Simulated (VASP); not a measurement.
A run of VASP 6.6.1 is set up as follows.

INCAR

```
SYSTEM = Cu2SiO3
ALGO = Normal
EDIFF = 1E-6
ENCUT = 520
GGA = PS
ISIF = 2
ISMEAR = -1
LASPH = .TRUE.
LCHARG = .FALSE.
LREAL = .FALSE.
LWAVE = .FALSE.
NBANDS = 31
NELM = 100
PREC = Accurate
SIGMA = 0.03
```

File KPOINTS:

```
k-points
0
G
  6 6 6
  0 0 0
```

The input POSCAR:

```
Cu2SiO3
1.0
    2.5831242992      1.4913675095      2.4298117622
   -2.5831242992      1.4913675095      2.4298117622
    0.0000000000     -2.9827350190      2.4298117622
Cu Si O
2 1 3
Direct
    0.6471100091      0.6471100091      0.6471100091
    0.3528899909      0.3528899909      0.3528899909
    0.0000000000      0.0000000000      0.0000000000
    0.0000000000      0.5000000000      0.0000000000
    0.5000000000      0.0000000000      0.0000000000
    0.0000000000      0.0000000000      0.5000000000
```

Potentials or basis: VASP PAW PBE potentials, release 64 (Cu, Si, O).

Run with:

```sh
$ cat potpaw_PBE.64/Cu/POTCAR potpaw_PBE.64/Si/POTCAR potpaw_PBE.64/O/POTCAR > POTCAR
$ mpirun -np 1 vasp_std > vasp.out
```

What does it give for the pressure?

0.6 GPa.

Estimate the band gap on the k mesh.

zero (bands 22 and 23 overlap by 0.69 eV).

Forces in eV/Å, atoms in the order of the input:
```
Cu   0.000  0.000 -0.037
Cu   0.000  0.000  0.037
Si   0.000  0.000  0.000
O    0.000  0.000  0.000
O    0.000  0.000  0.000
O    0.000  0.000  0.000
```

Caveat: the PAW data sets were made with another functional, which shifts forces and pressure a little; semilocal functionals often make such compounds metallic where correlation or magnetic order opens a gap, which also shifts bond lengths. With open d or f shells a metallic result of PBEsol can be an artefact of self-interaction; +U or a hybrid may open a gap.
